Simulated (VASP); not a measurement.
# Ti (I4/mmm) in VASP: further runs

Runs on Ti. Level: PBE. Tasks: single point.

Program: VASP 6.6.1. These are calculated values, not measurements. Logs are shortened: lines on timing, memory, paths and dates and some standing lists are left out, and cuts for length are marked.

### Step 1. The cell of the first run

The structure is tetragonal, space group I4/mmm (No. 139). Conventional cell: a = 3.007 Å, b = 3.007 Å, c = 3.909 Å, α = 90.00°, β = 90.00°, γ = 90.00°. Within 4.0 Å of Ti (site symmetry 4/mmm) lie 14 Ti at 2.89 to 3.91 Å.

### Step 2. Single point, PBE

File INCAR:

```
SYSTEM = Ti
PREC     = Accurate       ! precision mode
ENCUT    = 520            ! plane-wave cutoff, eV
EDIFF    = 1E-6           ! SCF threshold, eV
ISMEAR   = 0              ! smearing method
SIGMA    = 0.15           ! smearing width, eV
LREAL    = .FALSE.        ! projectors in reciprocal space
LASPH    = .TRUE.         ! aspherical terms in the spheres
NELM     = 80             ! most SCF steps
ALGO     = Fast           ! electronic algorithm
ISIF     = 2              ! what is computed and relaxed
LWAVE    = .FALSE.        ! write WAVECAR
LCHARG   = .TRUE.         ! write CHGCAR
GGA      = PE             ! functional
LELF     = .TRUE.         ! ELF
LVHAR    = .TRUE.       
NBANDS   = 12             ! bands
```

File KPOINTS:

```
Automatic mesh
0
G
  22 22 22
  0 0 0
```

File POSCAR:

```
Ti
1.0
   -1.5035831967      1.5035831967      1.9546581557
    1.5035831967     -1.5035831967      1.9546581557
    1.5035831967      1.5035831967     -1.9546581557
Ti
1
Direct
    0.0000000000      0.0000000000      0.0000000000
```

Potentials or basis: VASP PAW PBE potentials, release 64 (Ti_sv).

On the command line:

```sh
$ cat potpaw_PBE.64/Ti_sv/POTCAR > POTCAR
$ mpirun -np 1 vasp_std > vasp.out
```

OUTCAR:

```text
SYSTEM = Ti
   PREC = Accurate
   ENCUT = 520
   EDIFF = 1E-6
   ISMEAR = 0
   LREAL = .FALSE.
   LASPH = .TRUE.
   NELM = 80
   ISIF = 2
   GGA = PE

 ion  position               nearest neighbor table
   1  0.000  0.000  0.000-

  LATTYP: Found a body centered tetragonal cell.
 ALAT       =     3.0071663934
 C/A-ratio  =     1.3000000000

  Lattice vectors:

 A1 = (  -1.5035831967,   1.5035831967,   1.9546581557)
 A2 = (   1.5035831967,  -1.5035831967,   1.9546581557)
 A3 = (   1.5035831967,   1.5035831967,  -1.9546581557)

Analysis of symmetry for initial positions (statically):
=====================================================================
 Subroutine PRICEL returns:
 Original cell was already a primitive cell.

 Routine SETGRP: Setting up the symmetry group for a
 body centered tetragonal supercell.

 Subroutine GETGRP returns: Found 16 space group operations
 (whereof 16 operations were pure point group operations)
 out of a pool of 16 trial point group operations.

The static configuration has the point symmetry D_4h.

Analysis of symmetry for dynamics (positions and initial velocities):
=====================================================================
 Subroutine PRICEL returns:
 Original cell was already a primitive cell.

 Routine SETGRP: Setting up the symmetry group for a
 body centered tetragonal supercell.

 Subroutine GETGRP returns: Found 16 space group operations
 (whereof 16 operations were pure point group operations)
 out of a pool of 16 trial point group operations.

The dynamic configuration has the point symmetry D_4h.

 Subroutine INISYM returns: Found 16 space group operations
 (whereof 16 operations are pure point group operations),
 and found     1 'primitive' translations

----------------------------------------------------------------------------------------

                                     Primitive cell

  volume of cell :      17.6761

  direct lattice vectors                    reciprocal lattice vectors
    -1.503583197  1.503583197  1.954658156     0.000000000  0.332538965  0.255799204
     1.503583197 -1.503583197  1.954658156     0.332538965  0.000000000  0.255799204
     1.503583197  1.503583197 -1.954658156     0.332538965  0.332538965  0.000000000

  length of vectors
     2.888289003  2.888289003  2.888289003     0.419541888  0.419541888  0.470281114

  position of ions in fractional coordinates (direct lattice)
     0.000000000  0.000000000  0.000000000

  ion indices of the primitive-cell ions
   primitive index   ion index
                 1           1

----------------------------------------------------------------------------------------

 KPOINTS: Automatic mesh

Automatic generation of k-mesh.
 Grid dimensions read from file:
 generate k-points for:   22   22   22

 Generating k-lattice:

  Cartesian coordinates                     Fractional coordinates (reciprocal lattice)
     0.000000000  0.015115407  0.011627237     0.045454545  0.000000000 -0.000000000
     0.015115407  0.000000000  0.011627237     0.000000000  0.045454545 -0.000000000
     0.015115407  0.015115407  0.000000000     0.000000000  0.000000000  0.045454545

  Length of vectors
     0.019070086  0.019070086  0.021376414

  Shift w.r.t. Gamma in fractional coordinates (k-lattice)
     0.000000000  0.000000000  0.000000000

 Subroutine IBZKPT returns following result:
 ===========================================

 Found    834 irreducible k-points:

 Following reciprocal coordinates:
            Coordinates               Weight
  0.000000  0.000000  0.000000      1.000000
  0.045455  0.000000 -0.000000      8.000000
  0.090909  0.000000 -0.000000      8.000000
  0.136364 -0.000000  0.000000      8.000000
  0.181818  0.000000  0.000000      8.000000
  0.227273  0.000000  0.000000      8.000000
[... 16 lines left out ...]
  0.500000  0.045455  0.000000     16.000000
 -0.454545  0.045455  0.000000     16.000000
 [... further k-points ...]
   k-points           NKPTS =    834   k-points in BZ     NKDIM =    834   number of bands    NBANDS=     12
   number of dos      NEDOS =    301   number of ions     NIONS =      1
   total plane-waves  NPLWV =  13824
   dimension x,y,z NGX =    24 NGY =   24 NGZ =   24
   dimension x,y,z NGXF=    48 NGYF=   48 NGZF=   48
   ions per type =               1
   NGX,Y,Z   is equivalent  to a cutoff of  13.81, 13.81, 13.81 a.u.
   NGXF,Y,Z  is equivalent  to a cutoff of  27.63, 27.63, 27.63 a.u.
 SYSTEM =  Ti
   PREC   = accura    normal or accurate (medium, high low for compatibility)
   ISTART =      0    job   : 0-new  1-cont  2-samecut
   ICHARG =      2    charge: 1-file 2-atom 10-const
   ISPIN  =      1    spin polarized calculation?
   LNONCOLLINEAR =      F non collinear calculations
   LSORBIT =      F    spin-orbit coupling
   LASPH  =      T    aspherical Exc in radial PAW
   ENCUT  =  520.0 eV  38.22 Ry    6.18 a.u.   5.37  5.37  5.37*2*pi/ulx,y,z
   NELM   =     80;   NELMIN=  2; NELMDL= -5     # of ELM steps
   EDIFF  = 0.1E-05   stopping-criterion for ELM
   LREAL  =      F    real-space projection
   EDIFFG = 0.1E-04   stopping-criterion for IOM
   NSW    =      0    number of steps for IOM
   IBRION =     -1    ionic relax: 0-MD 1-quasi-New 2-CG
   NFREE  =      0    steps in history (QN), initial steepest desc. (CG)
   ISIF   =      2    stress and relaxation
   ISYM   =      2    0-nonsym 1-usesym 2-fastsym
   POTIM  = 0.5000    time-step for ionic-motion
   TEBEG  =    0.0;   TEEND  =   0.0 temperature during run
   PSTRESS=    0.0 pullay stress
   NELECT =      12.0000    total number of electrons
   NUPDOWN=      -1.0000    fix difference up-down
   EMIN   =  10.00;   EMAX   =-10.00  energy-range for DOS
   EFERMI =   0.00;   METHOD = LEGACY
   ISMEAR =     0;   SIGMA  =   0.15  broadening in eV -4-tet -1-fermi 0-gaus
   EFERMI_NEDOS =   21; number of points for ismear=-14 and -15
   IALGO  =     68    algorithm
   IMIX   =      4    mixing-type and parameters
     AMIX     =   0.40;   BMIX     =  1.00
     AMIX_MAG =   1.60;   BMIX_MAG =  1.00
  volume/ion in A,a.u.               =      17.68       119.28
  Fermi-wavevector in a.u.,A,eV,Ry     =   1.438821  2.718977 28.166848  2.070205
  Thomas-Fermi vector in A             =   2.557745
   LORBIT       =      0    0 simple, 1 ext, 2 COOP (PROOUT), +10 PAW based schemes
   GGA     = PE    functional components
   LHFCALC =     F    Hartree Fock is set to
   AEXX    =    0.0000 exact exchange contribution
   IVDW    =     0    specifies the selected vdW correction
   LEPSILON=     F    determine dielectric tensor
   LRPA    =     F    only Hartree local field effects (RPA)
 non-spin polarized calculation
 RMM-DIIS sequential band-by-band and
 Gauss-broadening in eV      SIGMA  =   0.15
  energy-cutoff  :      520.00
  volume of cell :       17.68
 maximum number of plane-waves:       499
 NGX is ok and might be reduce to    24
   NGX = 11   NGY = 11   NGZ = 11

 number of electron      11.9999999 magnetization

 Free energy of the ion-electron system (eV)
  ---------------------------------------------------
  ext. energy  EPLUGINS =         0.00000000
  ---------------------------------------------------
  free energy    TOTEN  =        -7.77727967 eV

  energy without entropy =       -7.75522344  energy(sigma->0) =       -7.76625156

 E-fermi :   8.0172     XC(G=0): -11.4162

 val. band max:        8.0162743482   @ k =   0.3636   0.1364   0.1364
 cond. band min:       8.0186349659   @ k =  -0.3636  -0.4091   0.1818
 fundamental gap:      0.0023606177
 Fermi energy:         8.0172470719

 k-point     1 :       0.0000    0.0000    0.0000
  band No.  band energies     occupation
      1     -48.7071      2.00000
      2     -24.5883      2.00000
      3     -24.5883      2.00000
      4     -24.5777      2.00000
      5       1.9832      2.00000
      6       8.7292      0.00000
      7       8.7292      0.00000
      8       9.3259      0.00000
      9      10.1055      0.00000
     10      10.7848      0.00000
     11      23.2979      0.00000
     12      26.9392      0.00000

 k-point     2 :       0.0455    0.0000   -0.0000
  band No.  band energies     occupation
      1     -48.7049      2.00000
      2     -24.5991      2.00000
      3     -24.5907      2.00000
      4     -24.5812      2.00000
      5       2.0494      2.00000
      6       8.7156      0.00000
      7       8.7522      0.00000
      8       9.3216      0.00000
      9      10.0961      0.00000
     10      10.7646      0.00000
     11      23.3465      0.00000
     12      26.6226      0.00000

 k-point     3 :       0.0909    0.0000   -0.0000
  band No.  band energies     occupation
      1     -48.6982      2.00000
      2     -24.6366      2.00000
      3     -24.5977      2.00000
      4     -24.5851      2.00000
      5       2.2453      2.00000
      6       8.6600      0.00000
      7       8.8122      0.00000
      8       9.3264      0.00000
      9      10.0783      0.00000
     10      10.7108      0.00000
     11      23.4457      0.00000
     12      25.7075      0.00000
[... 286 lines left out ...]
 k-point    23 :       0.5000    0.0455    0.0000
  band No.  band energies     occupation
      1     -48.5921      2.00000
      2     -25.2114      2.00000
      3     -24.7103      2.00000
      4     -24.6326      2.00000
      5       5.5330      2.00000
      6       8.3639      0.00108
      7       8.5929      0.00000
      8       9.2097      0.00000
      9      11.3851      0.00000
     10      11.7531      0.00000
     11      16.0666      0.00000
     12      22.2867      0.00000

 k-point    24 :      -0.4545    0.0455    0.0000
  band No.  band energies     occupation
      1     -48.5962      2.00000
      2     -25.1900      2.00000
      3     -24.7050      2.00000
      4     -24.6323      2.00000
      5       5.4500      2.00000
      6       8.3259      0.00362
      7       8.5050      0.00000
      8       9.2382      0.00000
      9      11.3408      0.00000
     10      11.6148      0.00000
     11      16.4731      0.00000
     12      22.4129      0.00000

 [... further k-points ...]

------------------------ aborting loop because EDIFF is reached ----------------------------------------

  FORCE on cell =-STRESS in cart. coord.  units (eV):
  Direction    XX          YY          ZZ          XY          YZ          ZX
  --------------------------------------------------------------------------------------
  -------------------------------------------------------------------------------------
  Total       -0.3056702     -0.3056702     -0.0238790      0.0000000     -0.0000000      0.0000000
  in kB      -27.7062673    -27.7062673     -2.1644190      0.0000000     -0.0000000      0.0000000
  external PRESSURE =     -19.1923178 kB  Pullay stress =       0.0000000 kB

 VOLUME and BASIS-vectors are now :
 -----------------------------------------------------------------------------
  energy-cutoff  :      520.00
  volume of cell :       17.68
      direct lattice vectors                 reciprocal lattice vectors
    -1.503583197  1.503583197  1.954658156     0.000000000  0.332538965  0.255799204
     1.503583197 -1.503583197  1.954658156     0.332538965  0.000000000  0.255799204
     1.503583197  1.503583197 -1.954658156     0.332538965  0.332538965  0.000000000

 POSITION                                       TOTAL-FORCE (eV/Angst)
 -----------------------------------------------------------------------------------
      0.00000      0.00000      0.00000        -0.000000     -0.000000     -0.000000
 -----------------------------------------------------------------------------------
    total drift:                                0.000000     -0.000000     -0.000000

  FREE ENERGIE OF THE ION-ELECTRON SYSTEM (eV)
  ---------------------------------------------------
  free  energy   TOTEN  =        -7.7772796725 eV

  energy  without entropy=       -7.7552234385  energy(sigma->0) =       -7.76625156
```

Run time: 2.5 min. Hardware: 1 thread of Intel Xeon Platinum 8488C (Sapphire Rapids), shared host; peak memory 0.28 GiB.

Results:

| Item | Value |
| --- | --- |
| Free energy | -7.7773 eV |
| Pressure | -1.9 GPa |
| Band gap on the k mesh | zero (bands 6 and 7 overlap by 1.42 eV) |

Stress tensor (GPa, compression positive):
```
-2.77  0.00  0.00
 0.00 -2.77  0.00
 0.00  0.00 -0.22
```

(Part 1 of 2 ends here.)
